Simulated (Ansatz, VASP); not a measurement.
# AlN: VASP beside Ansatz

File INCAR:

```
ALGO     = Normal         # electronic algorithm
EDIFF    = 1E-6           # SCF threshold, eV
ENCUT    = 520            # plane-wave cutoff, eV
GGA      = PE             # functional
ISIF     = 2              # what is computed and relaxed
ISMEAR   = 0              # smearing method
LASPH    = True           # aspherical terms in the spheres
LCHARG   = False          # write CHGCAR
LREAL    = False          # projectors in reciprocal space
LWAVE    = False          # write WAVECAR
NBANDS   = 11             # bands
NELM     = 100            # most SCF steps
PREC     = Accurate       # precision mode
SIGMA    = 0.05           # smearing width, eV
```

File KPOINTS:

```
k-points
0
Gamma
  10 10 10
```

POSCAR

```
AlN
1.0
    0.1262926137      2.1267036007      2.1267036007
    2.1267036007      0.1262926137      2.1267036007
    2.1267036007      2.1267036007      0.1262926137
Al N
1 1
Direct
    0.5000000000      0.5000000000      0.5000000000
    0.0000000000      0.0000000000      0.0000000000
```

Input for Ansatz:

```yaml
crystal:
  lattice:
    - [0.1262926137, 2.1267036007, 2.1267036007]
    - [2.1267036007, 0.1262926137, 2.1267036007]
    - [2.1267036007, 2.1267036007, 0.1262926137]
  atoms:
    - { symbol: Al, position: [0.5, 0.5, 0.5] }
    - { symbol: "N", position: [0.0, 0.0, 0.0] }
basis:
  ecutwfc: 520.0
kpoints:
  mp_grid: { grid: [10, 10, 10] }
hamiltonian:
  xc: pbe
  pseudopotentials: { kind: paw, azcp: { folder: soft_1 } }
scf:
  occupations: { method: gaussian, width: 0.05 }
output:
  forces: true
  stress: true
  eigenvalues: true
```

Alike in both runs: task single point; functional PBE; k mesh 10 × 10 × 10; occupations gaussian, width 0.05 eV; no spin polarisation.

|  | VASP | Ansatz |
| --- | --- | --- |
| version | VASP 6.6.1 | Ansatz 0.2.0 |
| potentials or method | VASP PAW PBE potentials, release 64 (Al, N), cutoff 520 eV | scalar-relativistic, plane waves, PAW |
| valence electrons in the cell | 8 | 8 |

```tsv
	VASP	Ansatz	Ansatz less VASP
gap on the k mesh at the Fermi level (eV)	3.09	3.11	+0.012
least direct gap on the mesh (eV)	3.94	3.93	-0.007
pressure (GPa)	-8.5	-8.4	+0.15
traceless stress, the component that is largest in VASP (GPa)	-19.03	-19.02	+0.009
```

With one functional, cell and mesh, what is left measures potentials, basis and numerics.
